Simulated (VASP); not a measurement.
# YHg (P4/mmm) in VASP: notebook

YHg is run at these levels: LDA; tasks: single point.

All numbers are computed with VASP 6.6.1; they aren't measurements. Logs are shortened: lines on timing, memory, paths and dates and some standing lists are left out, and cuts for length are marked.

## 1. The cell of the first run

It takes space group P4/mmm (No. 123, tetragonal). The conventional cell has a = 3.608 Å, b = 3.608 Å, c = 3.682 Å, α = 90.00°, β = 90.00°, γ = 90.00°. Y (site symmetry 4/mmm) has 8 Hg at 3.15 Å and 6 Y at 3.61 to 3.68 Å within 4.1 Å. Within 4.1 Å of Hg (site symmetry 4/mmm) lie 8 Y at 3.15 Å and 6 Hg at 3.61 to 3.68 Å.

## 2. Single point, LDA (equal xx and yy strain of -2 %)

INCAR

```
  PREC = Accurate
  ENCUT = 520
  EDIFF = 1E-6
  ISMEAR = -1
  SIGMA = 0.08
  LREAL = False
  LASPH = True
  NELM = 100
  ALGO = Normal
  ISIF = 2
  LWAVE = False
  LCHARG = False
  GGA = CA
  NBANDS = 18
```

KPOINTS

```
Automatic mesh
0
Gamma
  11 11 11
```

POSCAR

```
YHg
1.0
    3.6083600000      0.0000000000      0.0000000000
    0.0000000000      3.6083600000      0.0000000000
    0.0000000000      0.0000000000      3.6820000000
Y Hg
1 1
Direct
    0.5000000000      0.5000000000      0.5000000000
    0.0000000000      0.0000000000      0.0000000000
```

Potentials or basis: VASP PAW LDA potentials, release 64 (Y_sv, Hg).

Run with:

```sh
$ cat potpaw_LDA.64/Y_sv/POTCAR potpaw_LDA.64/Hg/POTCAR > POTCAR
$ mpirun -np 1 vasp_std > vasp.out
```

OUTCAR:

```text
PREC = Accurate
   ENCUT = 520
   EDIFF = 1E-6
   ISMEAR = -1
   LREAL = False
   LASPH = True
   NELM = 100
   ISIF = 2
   GGA = CA

 ion  position               nearest neighbor table
   1  0.500  0.500  0.500-   2 3.15   2 3.15   2 3.15   2 3.15   2 3.15   2 3.15   2 3.15   2 3.15

   2  0.000  0.000  0.000-   1 3.15   1 3.15   1 3.15   1 3.15   1 3.15   1 3.15   1 3.15   1 3.15

  LATTYP: Found a simple tetragonal cell.
 ALAT       =     3.6083600000
 C/A-ratio  =     1.0204081633

  Lattice vectors:

 A1 = (   3.6083600000,   0.0000000000,   0.0000000000)
 A2 = (   0.0000000000,   3.6083600000,   0.0000000000)
 A3 = (   0.0000000000,   0.0000000000,   3.6820000000)

Analysis of symmetry for initial positions (statically):
=====================================================================
 Subroutine PRICEL returns:
 Original cell was already a primitive cell.

 Routine SETGRP: Setting up the symmetry group for a
 simple tetragonal supercell.

 Subroutine GETGRP returns: Found 16 space group operations
 (whereof 16 operations were pure point group operations)
 out of a pool of 16 trial point group operations.

The static configuration has the point symmetry D_4h.

Analysis of symmetry for dynamics (positions and initial velocities):
=====================================================================
 Subroutine PRICEL returns:
 Original cell was already a primitive cell.

 Routine SETGRP: Setting up the symmetry group for a
 simple tetragonal supercell.

 Subroutine GETGRP returns: Found 16 space group operations
 (whereof 16 operations were pure point group operations)
 out of a pool of 16 trial point group operations.

The dynamic configuration has the point symmetry D_4h.

 Subroutine INISYM returns: Found 16 space group operations
 (whereof 16 operations are pure point group operations),
 and found     1 'primitive' translations

----------------------------------------------------------------------------------------

                                     Primitive cell

  volume of cell :      47.9406

  direct lattice vectors                    reciprocal lattice vectors
     3.608360000  0.000000000  0.000000000     0.277134211  0.000000000  0.000000000
     0.000000000  3.608360000  0.000000000     0.000000000  0.277134211  0.000000000
     0.000000000  0.000000000  3.682000000     0.000000000  0.000000000  0.271591526

  length of vectors
     3.608360000  3.608360000  3.682000000     0.277134211  0.277134211  0.271591526

  position of ions in fractional coordinates (direct lattice)
     0.500000000  0.500000000  0.500000000
     0.000000000  0.000000000  0.000000000

  ion indices of the primitive-cell ions
   primitive index   ion index
                 1           1
                 2           2

----------------------------------------------------------------------------------------

 KPOINTS: Automatic mesh

Automatic generation of k-mesh.
 Grid dimensions read from file:
 generate k-points for:   11   11   11

 Generating k-lattice:

  Cartesian coordinates                     Fractional coordinates (reciprocal lattice)
     0.025194019  0.000000000  0.000000000     0.090909091  0.000000000  0.000000000
     0.000000000  0.025194019  0.000000000     0.000000000  0.090909091  0.000000000
     0.000000000  0.000000000  0.024690139     0.000000000  0.000000000  0.090909091

  Length of vectors
     0.025194019  0.025194019  0.024690139

  Shift w.r.t. Gamma in fractional coordinates (k-lattice)
     0.000000000  0.000000000  0.000000000

 Subroutine IBZKPT returns following result:
 ===========================================

 Found    126 irreducible k-points:

 Following reciprocal coordinates:
            Coordinates               Weight
  0.000000  0.000000  0.000000      1.000000
  0.090909  0.000000  0.000000      4.000000
  0.181818  0.000000  0.000000      4.000000
  0.272727  0.000000  0.000000      4.000000
  0.363636  0.000000  0.000000      4.000000
  0.454545  0.000000  0.000000      4.000000
[... 16 lines left out ...]
  0.090909  0.000000  0.090909      8.000000
  0.181818  0.000000  0.090909      8.000000
 [... further k-points ...]
   k-points           NKPTS =    126   k-points in BZ     NKDIM =    126   number of bands    NBANDS=     18
   number of dos      NEDOS =    301   number of ions     NIONS =      2
   total plane-waves  NPLWV =  21952
   dimension x,y,z NGX =    28 NGY =   28 NGZ =   28
   dimension x,y,z NGXF=    56 NGYF=   56 NGZF=   56
   ions per type =               1   1
   NGX,Y,Z   is equivalent  to a cutoff of  12.90, 12.90, 12.64 a.u.
   NGXF,Y,Z  is equivalent  to a cutoff of  25.80, 25.80, 25.28 a.u.
 SYSTEM =  unknown system
   PREC   = accura    normal or accurate (medium, high low for compatibility)
   ISTART =      0    job   : 0-new  1-cont  2-samecut
   ICHARG =      2    charge: 1-file 2-atom 10-const
   ISPIN  =      1    spin polarized calculation?
   LNONCOLLINEAR =      F non collinear calculations
   LSORBIT =      F    spin-orbit coupling
   LASPH  =      T    aspherical Exc in radial PAW
   ENCUT  =  520.0 eV  38.22 Ry    6.18 a.u.   6.71  6.71  6.85*2*pi/ulx,y,z
   NELM   =    100;   NELMIN=  2; NELMDL= -5     # of ELM steps
   EDIFF  = 0.1E-05   stopping-criterion for ELM
   LREAL  =      F    real-space projection
   EDIFFG = 0.1E-04   stopping-criterion for IOM
   NSW    =      0    number of steps for IOM
   IBRION =     -1    ionic relax: 0-MD 1-quasi-New 2-CG
   NFREE  =      0    steps in history (QN), initial steepest desc. (CG)
   ISIF   =      2    stress and relaxation
   ISYM   =      2    0-nonsym 1-usesym 2-fastsym
   POTIM  = 0.5000    time-step for ionic-motion
   TEBEG  =    0.0;   TEEND  =   0.0 temperature during run
   PSTRESS=    0.0 pullay stress
   NELECT =      23.0000    total number of electrons
   NUPDOWN=      -1.0000    fix difference up-down
   EMIN   =  10.00;   EMAX   =-10.00  energy-range for DOS
   EFERMI =   0.00;   METHOD = LEGACY
   ISMEAR =    -1;   SIGMA  =   0.08  broadening in eV -4-tet -1-fermi 0-gaus
   EFERMI_NEDOS =   21; number of points for ismear=-14 and -15
   IALGO  =     38    algorithm
   IMIX   =      4    mixing-type and parameters
     AMIX     =   0.40;   BMIX     =  1.00
     AMIX_MAG =   1.60;   BMIX_MAG =  1.00
  volume/ion in A,a.u.               =      23.97       161.76
  Fermi-wavevector in a.u.,A,eV,Ry     =   1.281591  2.421857 22.347252  1.642477
  Thomas-Fermi vector in A             =   2.413952
   LORBIT       =      0    0 simple, 1 ext, 2 COOP (PROOUT), +10 PAW based schemes
   GGA     = CA    functional components
   LHFCALC =     F    Hartree Fock is set to
   AEXX    =    0.0000 exact exchange contribution
   IVDW    =     0    specifies the selected vdW correction
   LEPSILON=     F    determine dielectric tensor
   LRPA    =     F    only Hartree local field effects (RPA)
 non-spin polarized calculation
  energy-cutoff  :      520.00
  volume of cell :       47.94
 maximum number of plane-waves:      1325
 NGX is ok and might be reduce to    28
   NGX = 13   NGY = 13   NGZ = 13

 number of electron      22.9999997 magnetization

 Free energy of the ion-electron system (eV)
  ---------------------------------------------------
  ext. energy  EPLUGINS =         0.00000000
  ---------------------------------------------------
  free energy    TOTEN  =        -9.22674030 eV

  energy without entropy =       -9.18061174  energy(sigma->0) =       -9.20367602

 E-fermi :   4.1250     XC(G=0): -11.0589

 val. band max:        4.1245833475   @ k =   0.1818   0.0909   0.0909
 cond. band min:       4.1334009172   @ k =   0.3636   0.2727   0.0909
 fundamental gap:      0.0088175697
 Fermi energy:         4.1249672484

 k-point     1 :       0.0000    0.0000    0.0000
  band No.  band energies     occupation
      1     -38.6671      2.00000
      2     -18.6904      2.00000
      3     -18.6637      2.00000
      4     -18.6637      2.00000
      5      -4.0785      2.00000
      6      -3.8241      2.00000
[... 10 lines left out ...]
     17       8.8726      0.00000
     18       8.8726      0.00000

 k-point     2 :       0.0909    0.0000    0.0000
  band No.  band energies     occupation
      1     -38.6653      2.00000
      2     -18.6909      2.00000
      3     -18.6887      2.00000
      4     -18.6620      2.00000
      5      -3.9542      2.00000
      6      -3.7982      2.00000
[... 10 lines left out ...]
     17       9.3888      0.00000
     18       9.6827      0.00000

 k-point     3 :       0.1818    0.0000    0.0000
  band No.  band energies     occupation
      1     -38.6606      2.00000
      2     -18.7628      2.00000
      3     -18.6839      2.00000
      4     -18.6573      2.00000
      5      -3.7690      2.00000
      6      -3.7135      2.00000
[... 10 lines left out ...]
     17      10.5811      0.00000
     18      10.8526      0.00000

 k-point     4 :       0.2727    0.0000    0.0000
  band No.  band energies     occupation
      1     -38.6544      2.00000
      2     -18.8551      2.00000
      3     -18.6777      2.00000
      4     -18.6511      2.00000
      5      -3.7141      2.00000
      6      -3.5688      2.00000
[... 375 lines left out ...]
      4     -18.6624      2.00000
      5      -3.9659      2.00000
      6      -3.8115      2.00000
[... 10 lines left out ...]
     17       9.6550      0.00000
     18       9.6550      0.00000

 k-point    23 :       0.0909    0.0000    0.0909
  band No.  band energies     occupation
      1     -38.6639      2.00000
      2     -18.7118      2.00000
      3     -18.6889      2.00000
      4     -18.6606      2.00000
      5      -3.8575      2.00000
      6      -3.7649      2.00000
[... 10 lines left out ...]
     17       9.2072      0.00000
     18      10.1417      0.00000

 k-point    24 :       0.1818    0.0000    0.0909
  band No.  band energies     occupation
      1     -38.6592      2.00000
      2     -18.7610      2.00000
      3     -18.7054      2.00000
      4     -18.6557      2.00000
      5      -3.7539      2.00000
      6      -3.6505      2.00000
[... 10 lines left out ...]
     17       9.9938      0.00000
     18      11.1194      0.00000

 [... further k-points ...]
[... 5 lines left out ...]
  --------------------------------------------------------------------------------------
  -------------------------------------------------------------------------------------
  Total       -0.0433355     -0.0433355     -0.2207386      0.0000000     -0.0000000      0.0000000
  in kB       -1.4482737     -1.4482737     -7.3770956      0.0000000     -0.0000000      0.0000000
  external PRESSURE =      -3.4245477 kB  Pullay stress =       0.0000000 kB

 VOLUME and BASIS-vectors are now :
 -----------------------------------------------------------------------------
  energy-cutoff  :      520.00
  volume of cell :       47.94
      direct lattice vectors                 reciprocal lattice vectors
     3.608360000  0.000000000  0.000000000     0.277134211  0.000000000  0.000000000
     0.000000000  3.608360000  0.000000000     0.000000000  0.277134211  0.000000000
     0.000000000  0.000000000  3.682000000     0.000000000  0.000000000  0.271591526

 POSITION                                       TOTAL-FORCE (eV/Angst)
 -----------------------------------------------------------------------------------
      1.80418      1.80418      1.84100         0.000000      0.000000      0.000000
      0.00000      0.00000      0.00000         0.000000      0.000000      0.000000
 -----------------------------------------------------------------------------------
    total drift:                                0.000000      0.000000      0.000000

  FREE ENERGIE OF THE ION-ELECTRON SYSTEM (eV)
  ---------------------------------------------------
  free  energy   TOTEN  =        -9.2267402993 eV

  energy  without entropy=       -9.1806117438  energy(sigma->0) =       -9.20367602
```

Wall time 29 s (1 thread of Intel Xeon 6975P-C (Granite Rapids), shared host); peak memory 0.25 GiB.

Results:

```yaml
Free_energy: -9.2267 eV
Pressure: -0.3 GPa
Band_gap_on_the_k_mesh: zero (an odd number of electrons rules out a gap without spin polarisation)
```

Caveat: the cell differs from its parent crystal (equal xx and yy strain of -2 %); spin-orbit coupling is left out, which moves the levels of the heavy elements.

## 3. Single point, LDA (equal xx and yy strain of -1 %)

INCAR

```
PREC = Accurate
ENCUT = 520
EDIFF = 1E-7
ISMEAR = -1
SIGMA = 0.08
LREAL = F
LASPH = T
NELM = 60
ALGO = Normal
ISIF = 2
LWAVE = F
LCHARG = F
GGA = CA
NBANDS = 18
```

KPOINTS is that of step 2.

POSCAR

```
YHg
1.0
    3.6451800000      0.0000000000      0.0000000000
    0.0000000000      3.6451800000      0.0000000000
    0.0000000000      0.0000000000      3.6820000000
Y Hg
1 1
Direct
    0.5000000000      0.5000000000      0.5000000000
    0.0000000000      0.0000000000      0.0000000000
```

Potentials or basis: VASP PAW LDA potentials, release 64 (Y_sv, Hg).

Run with:

```sh
$ cat potpaw_LDA.64/Y_sv/POTCAR potpaw_LDA.64/Hg/POTCAR > POTCAR
$ mpirun -np 1 vasp_std > vasp.out
```

Run time: 33 s. Hardware: 1 thread of Intel Xeon 6975P-C (Granite Rapids), shared host; peak memory 0.25 GiB.

The run converged. Its results:

* Free energy: -9.2210 eV
* Pressure: -1.9 GPa
* Band gap on the k mesh: zero (an odd number of electrons rules out a gap without spin polarisation)

Stress tensor (GPa, compression positive):
```
-1.78  0.00  0.00
 0.00 -1.78  0.00
 0.00  0.00 -2.09
```

Levels at points of the mesh, in eV from the Fermi level:
```tsv
k point	band 9	band 10	band 11	band 12	band 13	band 14
(0.00, 0.00, 0.00)	-7.26	-7.24	0.24	0.27	3.87	3.87
```

Caveat: the cell differs from its parent crystal (equal xx and yy strain of -1 %); spin-orbit coupling is left out, which moves the levels of the heavy elements.

## 4. Single point, LDA (equal xx and yy strain of +1 %)

INCAR

```
SYSTEM = YHg
PREC = Accurate
ENCUT = 520
EDIFF = 1E-6
ISMEAR = -1
SIGMA = 0.08
LREAL = .FALSE.
LASPH = .TRUE.
NELM = 80
ALGO = Normal
ISIF = 2
LWAVE = .FALSE.
LCHARG = .FALSE.
NBANDS = 18
```

KPOINTS

```
Automatic mesh
0
G
  11 11 11
  0 0 0
```

POSCAR

```
YHg
1.0
    3.7188200000      0.0000000000      0.0000000000
    0.0000000000      3.7188200000      0.0000000000
    0.0000000000      0.0000000000      3.6820000000
Y Hg
1 1
Direct
    0.5000000000      0.5000000000      0.5000000000
    0.0000000000      0.0000000000      0.0000000000
```

Run with:

```sh
$ cat potpaw_LDA.64/Y_sv/POTCAR potpaw_LDA.64/Hg/POTCAR > POTCAR
$ mpirun -np 1 vasp_std > vasp.out
```

Wall time 30 s (1 thread of Intel Xeon 6975P-C (Granite Rapids), shared host); peak memory 0.25 GiB.

The run converged. Its results:

```
Free energy            : -9.1811 eV
Pressure               : -4.5 GPa
Band gap on the k mesh : zero (an odd number of electrons rules out a gap without spin polarisation)
```

Stress tensor (GPa, compression positive):
```
-4.65  0.00  0.00
 0.00 -4.65  0.00
 0.00  0.00 -4.32
```

Levels at points of the mesh, in eV from the Fermi level:
```csv
k point,band 7,band 8,band 9,band 10,band 11,band 12,band 13,band 14,band 15,band 16
"(0.00, 0.00, 0.00)",-7.70,-7.17,-7.15,-7.15,0.23,0.26,3.68,3.72,3.72,4.32
```

Caveat: the cell differs from its parent crystal (equal xx and yy strain of +1 %); the cell stands under tension; spin-orbit coupling is left out, which moves the levels of the heavy elements.

## 5. Summary

```csv
cell,gap on the mesh (eV),pressure (GPa)
"a = 3.608, b = 3.608, c = 3.682 Å, 2 atoms",none,-0.3
"a = 3.645, b = 3.645, c = 3.682 Å, 2 atoms",none,-1.9
"a = 3.719, b = 3.719, c = 3.682 Å, 2 atoms",none,-4.5
```

Alike in all rows: task single point; level LDA; potentials or basis VASP PAW LDA potentials, release 64 (Y_sv, Hg); no spin polarisation; k mesh 11 × 11 × 11; cutoff (eV) 520; smearing fermi-dirac 0.08 eV.

Caveats: spin-orbit coupling is left out, which moves the levels of the heavy elements; the cell stands under tension (at least some runs).

Absolute energies hang on the potentials; compare differences alone.

The gap in the log of VASP goes by the Fermi energy; the results here count the filled bands.